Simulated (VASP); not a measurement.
Here is a VASP 6.6.1 calculation.

Contents of INCAR:

```
PREC = Accurate
ENCUT = 520
EDIFF = 1E-7
ISMEAR = 0
SIGMA = 0.05
LREAL = F
LASPH = T
NELM = 60
ALGO = Normal
ISIF = 2
LWAVE = F
LCHARG = T
GGA = PS
LELF = T
LVHAR = T
NBANDS = 17
```

Contents of KPOINTS:

```
regular mesh
0
Gamma
  10 10 10
```

Contents of POSCAR:

```
PbS
1.0
    0.0000000000      2.9429404000      2.9429404000
    2.9429404000      0.0000000000      2.9429404000
    2.9429404000      2.9429404000      0.0000000000
Pb S
1 1
Direct
    0.0000000000      0.0000000000      0.0000000000
    0.5000000000      0.5000000000      0.5000000000
```

Potentials or basis: VASP PAW PBE potentials, release 64 (Pb_d, S).

Command:

```console
$ cat potpaw_PBE.64/Pb_d/POTCAR potpaw_PBE.64/S/POTCAR > POTCAR
$ mpirun -np 1 vasp_std > vasp.out
```

Question: Estimate the pressure.

Answer: 0.5 GPa.

Question: What does it give for the band gap on the k mesh?

Answer: 0.17 eV, direct.

Caveat: the cell differs from its parent crystal (strained); the PAW data sets were made with another functional, which shifts forces and pressure a little; spin-orbit coupling is left out, which moves the levels of the heavy elements. A k mesh can miss the band edges.
